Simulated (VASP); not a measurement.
A run of VASP 6.6.1 is set up as follows.

INCAR

```
SYSTEM = Ca
PREC = Accurate ; ENCUT = 520
EDIFF = 1E-6 ; ISMEAR = 1
SIGMA = 0.1 ; LREAL = .False.
LASPH = .True. ; NELM = 100
ALGO = Fast ; ISIF = 2
LWAVE = .False. ; LCHARG = .True.
GGA = PE ; LELF = .True.
LVHAR = .True. ; ISYM = 0
NBANDS = 11
```

The input KPOINTS:

```
Automatic mesh
0
Gamma
  4 2 1
  0 0 0.5
```

POSCAR

```
Ca
1.0
   -2.2052049036      2.2052049036      2.1961148100
    2.2052049036     -2.2052049036      2.1961148100
    2.2052049036      2.2052049036     -2.1961148100
Ca
1
Direct
    0.5000000000      0.5000000000      0.0000000000
```

Potentials or basis: VASP PAW PBE potentials, release 64 (Ca_sv).

Command:

```console
$ cat potpaw_PBE.64/Ca_sv/POTCAR > POTCAR
$ mpirun -np 1 vasp_std > vasp.out
```

What does it give for the pressure?

0.9 GPa.

What does it give for the band gap on the k mesh?

Zero (band 5 reaches 2.08 eV, above the bottom of band 6 at 1.94 eV).

Stress tensor (GPa, compression positive):
```
 2.10  6.50 -6.17
 6.50  0.75 -5.79
-6.17 -5.79 -0.11
```

Caveat: the k points lie up to 2.01 Å⁻¹ apart.
